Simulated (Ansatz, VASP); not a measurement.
# Two plane-wave programs on HfO2

```
Hf O
1.0
     0.00000    2.49521    2.49521
     2.49521    0.00000    2.49521
     2.49521    2.49521    0.00000
Hf O
1 2
Cartesian
  0.0000 0.0000 0.0000
  1.2476 1.2476 1.2476
  3.7428 3.7428 3.7428
```

Alike in both runs: functional r2SCAN; k mesh 10 × 10 × 10; occupations fermi-dirac, width 0.02 eV; no spin polarisation.

Ansatz relaxed the structure, and its values are those at the end. VASP's run is a single point on that final structure, the one shown.

|  | VASP | Ansatz |
| --- | --- | --- |
| version | VASP 6.6.1 | Ansatz 0.2.0 |
| potentials or method | VASP PAW PBE potentials, release 64 (Hf_pv, O), cutoff 520 eV | PAW plane waves |
| valence electrons in the cell | 22 | 38 |

VASP gave:

* gap on the k mesh at the Fermi level (eV): 4.44
* pressure (GPa): 7.6

Q: Estimate Ansatz's values.

A: gap on the k mesh at the Fermi level (eV): 4.41; pressure (GPa): 12.1.

VASP's potentials were made for PBE, not for r2SCAN. One of these differences is far larger than is usual between the two programs; its cause wasn't traced. The functional is the same, so the differences come from potentials, cutoffs and numerics. VASP's potentials hold 22 valence electrons a cell and Ansatz's 38, so a difference there can come from the potentials and not from the codes. Ansatz's warnings: stress scf threshold loose.

Neither program's run includes spin-orbit coupling.
